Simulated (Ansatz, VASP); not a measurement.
# Be3Ag in VASP and in Ansatz

```
CELL_PARAMETERS angstrom
2.60803 0.00000 0.00000
-1.30401 2.25862 0.00000
0.00000 0.00000 7.51696
ATOMIC_POSITIONS crystal
Be 0.00000 0.00000 0.50000
Be 0.66667 0.33333 0.27397
Be 0.66667 0.33333 0.72603
Ag 0.00000 0.00000 0.00000
```

Alike in both runs: functional PBEsol; k mesh 18 × 18 × 6; occupations fermi-dirac, width 0.15 eV; no spin polarisation.

Ansatz relaxed the structure, and its values are those at the end. VASP's run is a single point on that final structure, the one shown.

```csv
,VASP,Ansatz
version,VASP 6.6.1,Ansatz 0.2.0
potentials or method,"VASP PAW PBE potentials, release 64 (Be, Ag), cutoff 520 eV","scalar-relativistic, plane waves, PAW"
valence electrons in the cell,17,25
```

Ansatz gave:

| Item | Value |
| --- | --- |
| gap on the k mesh at the Fermi level (eV) | none |
| pressure (GPa) | 0.0 |
| rms of the force components (eV/Å) | 0.000 |

Which values does VASP return?

gap on the k mesh at the Fermi level (eV): none; pressure (GPa): -0.1; rms of the force components (eV/Å): 0.004.

VASP's potentials were made for PBE, not for PBEsol. A gap of «none» marks a metal or a gap that the smearing closes. With one functional, cell and mesh, what is left measures potentials, basis and numerics. VASP's potentials hold 17 valence electrons a cell and Ansatz's 25, so a difference there can come from the potentials and not from the codes.
